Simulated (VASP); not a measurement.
Here is a VASP 6.6.1 calculation.

Contents of INCAR:

```
  PREC = Accurate
  ENCUT = 500
  EDIFF = 1E-6
  ISMEAR = 0
  SIGMA = 0.1
  LREAL = False
  LASPH = True
  NELM = 120
  ALGO = Normal
  ISIF = 2
  LWAVE = False
  LCHARG = True
  GGA = PS
  LELF = True
  LVHAR = True
  NBANDS = 14
  GGA_COMPAT = False
```

File KPOINTS:

```
regular mesh
0
Gamma
  8 8 8
```

Contents of POSCAR:

```
Rh
1.0
    0.0000000000      1.9015500000      1.9015500000
    1.9015500000      0.0000000000      1.9015500000
    1.9015500000      1.9015500000      0.0000000000
Rh
1
Direct
    0.0000000000      0.0000000000      0.0000000000
```

Potentials or basis: VASP PAW PBE potentials, release 64 (Rh_pv).

Command:

```sh
$ cat potpaw_PBE.64/Rh_pv/POTCAR > POTCAR
$ mpirun -np 1 vasp_std > vasp.out
```

(1) Predict the pressure.

Results:

(1) -4.3 GPa.

Caveat: the PAW data sets were made with another functional, which shifts forces and pressure a little.
